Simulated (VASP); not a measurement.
Wanted: the native input for a VASP 6.6.1 run.

| Item | Value |
| --- | --- |
| Task | single point |
| Functional | PBE |
| Potentials or basis | VASP PAW PBE potentials, release 64 (B, N) |
| Cutoff | 520 eV |
| k mesh | 12 × 12 × 6 |
| Occupations | gaussian, width 0.05 eV |
| Spin | no spin polarisation |
| Dipole correction | no |
| Further INCAR settings | ALGO = Normal; EDIFF = 1e-07; NBANDS = 16 |

The structure of BN lies in POSCAR:

```
BN
1.0
    2.5545800960      0.0000000000      0.0000000000
   -1.2772900480      2.2123312591      0.0000000000
    0.0000000000      0.0000000000      4.2245145352
B N
2 2
Direct
    0.6666666667      0.3333333333      1.0231629315
    0.3333333333      0.6666666667      0.4764487779
    0.6666666667      0.3333333333      0.5896871069
    0.3333333333      0.6666666667      0.1607011837
```

This cell differs from its parent crystal: mode 8 (949.4 1/cm) frozen in, largest displacement -0.150 Å.

One way to write it, as run:

INCAR

```
PREC = Accurate
ENCUT = 520
EDIFF = 1E-7
ISMEAR = 0
SIGMA = 0.05
LREAL = False
LASPH = True
NELM = 60
ALGO = Normal
ISIF = 2
LWAVE = False
LCHARG = False
GGA = PE
NBANDS = 16
```

KPOINTS

```
Automatic mesh
0
Gamma
  12 12 6
```

Potentials or basis: VASP PAW PBE potentials, release 64 (B, N).

Launch:

```sh
$ cat potpaw_PBE.64/B/POTCAR potpaw_PBE.64/N/POTCAR > POTCAR
$ mpirun -np 1 vasp_std > vasp.out
```

Results of the run:

```yaml
Pressure: 21.9 GPa
Largest_force: 11.190 eV/Å
Band_gap_on_the_k_mesh: 4.91 eV, indirect (least direct gap 6.95 eV)
```

Caveat: the cell differs from its parent crystal (mode 8 (949.4 1/cm) frozen in, largest displacement -0.150 Å); forces of over 1 eV/Å act on the atoms, so gaps and moduli don't describe the material at rest.

Run time: 58 s on 1 thread of AMD EPYC 7R13, with other jobs on the host, peak memory 0.15 GiB.
